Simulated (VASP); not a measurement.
# AlRu (P4/mmm) in VASP: a series of runs

The runs below take AlRu through single point, with PBE.

Program: VASP 6.6.1. These are calculated values, not measurements. Logs are shortened: lines on timing, memory, paths and dates and some standing lists are left out, and cuts for length are marked.

## (1) The cell of the first run

Symmetry: P4/mmm, No. 123, tetragonal system. Conventional cell: a = 3.454 Å, b = 3.454 Å, c = 2.245 Å, α = 90.00°, β = 90.00°, γ = 90.00°. Al (site symmetry 4/mmm) has 2 Al at 2.24 Å and 8 Ru at 2.69 Å within 3.0 Å. Ru (site symmetry 4/mmm) has 2 Ru at 2.24 Å and 8 Al at 2.69 Å within 3.0 Å.

## (2) Single point, PBE

INCAR reads:

```
SYSTEM = AlRu
  PREC = Accurate
  ENCUT = 520
  EDIFF = 1E-6
  ISMEAR = 0
  SIGMA = 0.15
  LREAL = .FALSE.
  LASPH = .TRUE.
  NELM = 80
  ALGO = Fast
  ISIF = 2
  LWAVE = .FALSE.
  LCHARG = .TRUE.
  GGA = PE
  LELF = .TRUE.
  LVHAR = .TRUE.
  NBANDS = 16
```

KPOINTS reads:

```
Automatic mesh
0
G
  18 18 18
  0 0 0
```

POSCAR reads:

```
AlRu
1.0
    3.4535499281      0.0000000000      0.0000000000
    0.0000000000      3.4535499281      0.0000000000
    0.0000000000      0.0000000000      2.2448074533
Al Ru
1 1
Direct
    0.0000000000      0.0000000000      0.0000000000
    0.5000000000      0.5000000000      0.5000000000
```

Potentials or basis: VASP PAW PBE potentials, release 64 (Al, Ru_pv).

Command:

```console
$ cat potpaw_PBE.64/Al/POTCAR potpaw_PBE.64/Ru_pv/POTCAR > POTCAR
$ mpirun -np 1 vasp_std > vasp.out
```

OUTCAR:

```text
SYSTEM = AlRu
   PREC = Accurate
   ENCUT = 520
   EDIFF = 1E-6
   ISMEAR = 0
   LREAL = .FALSE.
   LASPH = .TRUE.
   NELM = 80
   ISIF = 2
   GGA = PE

 ion  position               nearest neighbor table
   1  0.000  0.000  0.000-   2 2.69   2 2.69   2 2.69   2 2.69   2 2.69   2 2.69   2 2.69   2 2.69

   2  0.500  0.500  0.500-   1 2.69   1 2.69   1 2.69   1 2.69   1 2.69   1 2.69   1 2.69   1 2.69

  LATTYP: Found a simple tetragonal cell.
 ALAT       =     3.4535499281
 C/A-ratio  =     0.6500000000

  Lattice vectors:

 A1 = (   3.4535499281,   0.0000000000,   0.0000000000)
 A2 = (   0.0000000000,   3.4535499281,   0.0000000000)
 A3 = (   0.0000000000,   0.0000000000,   2.2448074533)

Analysis of symmetry for initial positions (statically):
=====================================================================
 Subroutine PRICEL returns:
 Original cell was already a primitive cell.

 Routine SETGRP: Setting up the symmetry group for a
 simple tetragonal supercell.

 Subroutine GETGRP returns: Found 16 space group operations
 (whereof 16 operations were pure point group operations)
 out of a pool of 16 trial point group operations.

The static configuration has the point symmetry D_4h.

Analysis of symmetry for dynamics (positions and initial velocities):
=====================================================================
 Subroutine PRICEL returns:
 Original cell was already a primitive cell.

 Routine SETGRP: Setting up the symmetry group for a
 simple tetragonal supercell.

 Subroutine GETGRP returns: Found 16 space group operations
 (whereof 16 operations were pure point group operations)
 out of a pool of 16 trial point group operations.

The dynamic configuration has the point symmetry D_4h.

 Subroutine INISYM returns: Found 16 space group operations
 (whereof 16 operations are pure point group operations),
 and found     1 'primitive' translations

----------------------------------------------------------------------------------------

                                     Primitive cell

  volume of cell :      26.7738

  direct lattice vectors                    reciprocal lattice vectors
     3.453549928  0.000000000  0.000000000     0.289557128  0.000000000  0.000000000
     0.000000000  3.453549928  0.000000000     0.000000000  0.289557128  0.000000000
     0.000000000  0.000000000  2.244807453     0.000000000  0.000000000  0.445472505

  length of vectors
     3.453549928  3.453549928  2.244807453     0.289557128  0.289557128  0.445472505

[... 81 lines left out ...]
   LREAL  =      F    real-space projection
   EDIFFG = 0.1E-04   stopping-criterion for IOM
   NSW    =      0    number of steps for IOM
   IBRION =     -1    ionic relax: 0-MD 1-quasi-New 2-CG
   NFREE  =      0    steps in history (QN), initial steepest desc. (CG)
   ISIF   =      2    stress and relaxation
   ISYM   =      2    0-nonsym 1-usesym 2-fastsym
   POTIM  = 0.5000    time-step for ionic-motion
   TEBEG  =    0.0;   TEEND  =   0.0 temperature during run
   PSTRESS=    0.0 pullay stress
   NELECT =      17.0000    total number of electrons
   NUPDOWN=      -1.0000    fix difference up-down
   EMIN   =  10.00;   EMAX   =-10.00  energy-range for DOS
   EFERMI =   0.00;   METHOD = LEGACY
   ISMEAR =     0;   SIGMA  =   0.15  broadening in eV -4-tet -1-fermi 0-gaus
   EFERMI_NEDOS =   21; number of points for ismear=-14 and -15
   IALGO  =     68    algorithm
   IMIX   =      4    mixing-type and parameters
     AMIX     =   0.40;   BMIX     =  1.00
     AMIX_MAG =   1.60;   BMIX_MAG =  1.00
  volume/ion in A,a.u.               =      13.39        90.34
  Fermi-wavevector in a.u.,A,eV,Ry     =   1.407087  2.659009 26.938090  1.979894
  Thomas-Fermi vector in A             =   2.529382
   LORBIT       =      0    0 simple, 1 ext, 2 COOP (PROOUT), +10 PAW based schemes
   GGA     = PE    functional components
   LHFCALC =     F    Hartree Fock is set to
   AEXX    =    0.0000 exact exchange contribution
   IVDW    =     0    specifies the selected vdW correction
   LEPSILON=     F    determine dielectric tensor
   LRPA    =     F    only Hartree local field effects (RPA)
 non-spin polarized calculation
 RMM-DIIS sequential band-by-band and
 Gauss-broadening in eV      SIGMA  =   0.15
  energy-cutoff  :      520.00
  volume of cell :       26.77
 maximum number of plane-waves:       734
 NGX is ok and might be reduce to    28

 number of electron      16.9999995 magnetization

 Free energy of the ion-electron system (eV)
  ---------------------------------------------------
  ext. energy  EPLUGINS =         0.00000000
  ---------------------------------------------------
  free energy    TOTEN  =       -11.90816424 eV

  energy without entropy =      -11.89129551  energy(sigma->0) =      -11.89972987

 E-fermi :  11.6913     XC(G=0): -12.4987

 val. band max:       11.6881060774   @ k =   0.3333   0.0556   0.1667
 cond. band min:      11.6919738650   @ k =   0.3333   0.3333   0.1111
 fundamental gap:      0.0038677876
 Fermi energy:        11.6912547972

 k-point     1 :       0.0000    0.0000    0.0000
  band No.  band energies     occupation
      1     -31.1767      2.00000
      2     -31.1767      2.00000
      3     -30.2856      2.00000
      4       0.9259      2.00000
      5       5.4651      2.00000
      6       7.0195      2.00000
[... 433 lines left out ...]
      3     -30.2843      2.00000
      4       2.5193      2.00000
      5       5.4104      2.00000
      6       6.3229      2.00000
[... 8 lines left out ...]
     15      23.4113      0.00000
     16      26.8313      0.00000

 [... further k-points ...]

------------------------ aborting loop because EDIFF is reached ----------------------------------------

  FORCE on cell =-STRESS in cart. coord.  units (eV):
  Direction    XX          YY          ZZ          XY          YZ          ZX
  --------------------------------------------------------------------------------------
  -------------------------------------------------------------------------------------
  Total       -0.0445091     -0.0445091     18.0599095      0.0000000      0.0000000     -0.0000000
  in kB       -2.6634763     -2.6634763   1080.7259459      0.0000000      0.0000000     -0.0000000
  external PRESSURE =     358.4663311 kB  Pullay stress =       0.0000000 kB

 VOLUME and BASIS-vectors are now :
 -----------------------------------------------------------------------------
  energy-cutoff  :      520.00
  volume of cell :       26.77
      direct lattice vectors                 reciprocal lattice vectors
     3.453549928  0.000000000  0.000000000     0.289557128  0.000000000  0.000000000
     0.000000000  3.453549928  0.000000000     0.000000000  0.289557128  0.000000000
     0.000000000  0.000000000  2.244807453     0.000000000  0.000000000  0.445472505

 POSITION                                       TOTAL-FORCE (eV/Angst)
 -----------------------------------------------------------------------------------
      0.00000      0.00000      0.00000         0.000000      0.000000      0.000000
      1.72677      1.72677      1.12240         0.000000      0.000000      0.000000
 -----------------------------------------------------------------------------------
    total drift:                                0.000000      0.000000      0.000000

  FREE ENERGIE OF THE ION-ELECTRON SYSTEM (eV)
  ---------------------------------------------------
  free  energy   TOTEN  =       -11.9081642364 eV

  energy  without entropy=      -11.8912955063  energy(sigma->0) =      -11.89972987
```

OSZICAR:

```text
N       E                     dE             d eps       ncg     rms          rms(c)
DAV:   1     0.120336080950E+03    0.12034E+03   -0.91585E+03 17920   0.988E+02
DAV:   2    -0.105695441955E+02   -0.13091E+03   -0.12430E+03 21128   0.292E+02
DAV:   3    -0.124601879179E+02   -0.18906E+01   -0.18852E+01 22728   0.372E+01
DAV:   4    -0.124744327069E+02   -0.14245E-01   -0.14227E-01 21920   0.336E+00
DAV:   5    -0.124746487722E+02   -0.21607E-03   -0.21571E-03 21328   0.390E-01    0.156E+01
RMM:   6    -0.120410727504E+02    0.43358E+00   -0.15740E+00 18045   0.985E+00    0.529E+00
RMM:   7    -0.119285715790E+02    0.11250E+00   -0.18730E-01 18127   0.339E+00    0.422E+00
RMM:   8    -0.119082959074E+02    0.20276E-01   -0.23117E-02 19306   0.134E+00    0.321E-01
RMM:   9    -0.119081749111E+02    0.12100E-03   -0.14010E-03 20805   0.358E-01    0.112E-01
RMM:  10    -0.119081622680E+02    0.12643E-04   -0.18538E-04 21293   0.125E-01    0.436E-02
RMM:  11    -0.119081648045E+02   -0.25365E-05   -0.37560E-05 21526   0.489E-02    0.245E-02
RMM:  12    -0.119081642364E+02    0.56812E-06   -0.90150E-06 20412   0.242E-02
   1 F= -.11908164E+02 E0= -.11899730E+02  d E =-.168687E-01
```

Wall time 5.1 min (1 thread of Intel Xeon 8259CL, shared host); peak memory 0.33 GiB.

What came out:

| Quantity | Value |
| --- | --- |
| Free energy | -11.9082 eV |
| Pressure | 35.8 GPa |
| Band gap on the k mesh | zero (an odd number of electrons rules out a gap without spin polarisation) |

Levels at points of the mesh, in eV from the Fermi level:
```tsv
k point	band 6	band 7	band 8	band 9	band 10	band 11
(0.00, 0.00, 0.00)	-4.67	-2.52	1.07	1.07	1.50	1.50
(0.50, 0.00, 0.00)	-5.94	-4.14	-0.92	1.27	1.54	4.48
(0.50, 0.50, 0.00)	-3.81	-3.81	-1.03	0.22	1.31	1.31
(0.00, 0.00, 0.50)	-5.01	-2.55	-1.95	-0.83	4.82	7.37
(0.50, 0.00, 0.50)	-2.45	-2.38	-1.82	0.64	0.87	4.95
(0.50, 0.50, 0.50)	-4.38	0.07	1.85	2.66	3.27	3.27
```

Caveat: the cell stands under pressure.

## (3) Single point, PBE

This run uses another cell than the first one, of the same volume but with other edges.

INCAR reads:

```
SYSTEM = AlRu
ALGO = Fast ; EDIFF = 1E-7
ENCUT = 520 ; GGA = PE
ISIF = 2 ; ISMEAR = 0
LASPH = .TRUE. ; LCHARG = .TRUE.
LELF = .TRUE. ; LREAL = .FALSE.
LVHAR = .TRUE. ; LWAVE = .FALSE.
NBANDS = 16 ; NELM = 60
PREC = Accurate ; SIGMA = 0.15
```

KPOINTS reads:

```
k-points
0
G
  18 18 18
  0 0 0
```

POSCAR reads:

```
AlRu
1.0
    2.6134033183      0.0000000000      0.0000000000
    0.0000000000      2.6134033183      0.0000000000
    0.0000000000      0.0000000000      3.9201049775
Al Ru
1 1
Direct
    0.0000000000      0.0000000000      0.0000000000
    0.5000000000      0.5000000000      0.5000000000
```

Potentials or basis: VASP PAW PBE potentials, release 64 (Al, Ru_pv).

Command:

```console
$ cat potpaw_PBE.64/Al/POTCAR potpaw_PBE.64/Ru_pv/POTCAR > POTCAR
$ mpirun -np 1 vasp_std > vasp.out
```

It took 6.5 min on 1 thread of Intel Xeon 8259CL, shared host; peak memory 0.33 GiB.

Results (log left out):

```yaml
Free_energy: -13.3795 eV
Pressure: 12.9 GPa
Band_gap_on_the_k_mesh: zero (an odd number of electrons rules out a gap without spin polarisation)
```

Stress tensor (GPa, compression positive):
```
23.44  0.00  0.00
 0.00 23.44  0.00
 0.00  0.00 -8.03
```

Levels at points of the mesh, in eV from the Fermi level:
```csv
k point,band 5,band 6,band 7,band 8,band 9,band 10,band 11,band 12,band 13,band 14
"(0.00, 0.00, 0.00)",-4.67,-4.43,-0.76,-0.07,-0.07,1.46,6.19,9.84,10.10,10.10
"(0.50, 0.00, 0.00)",-4.69,-4.57,-3.44,-0.84,0.43,3.61,5.16,5.60,9.62,11.44
"(0.50, 0.50, 0.00)",-3.19,-3.19,-2.39,-0.35,-0.35,3.15,6.26,6.57,6.88,11.77
"(0.00, 0.00, 0.50)",-6.77,-4.33,-2.33,-0.33,-0.33,1.47,8.32,9.25,11.45,13.23
"(0.50, 0.00, 0.50)",-3.88,-3.49,-1.11,-1.10,-0.82,0.22,3.18,5.99,11.45,14.10
"(0.50, 0.50, 0.50)",-4.51,-4.51,-0.10,2.62,2.90,3.15,4.86,4.86,4.98,4.98
```

Caveat: the cell stands under pressure.
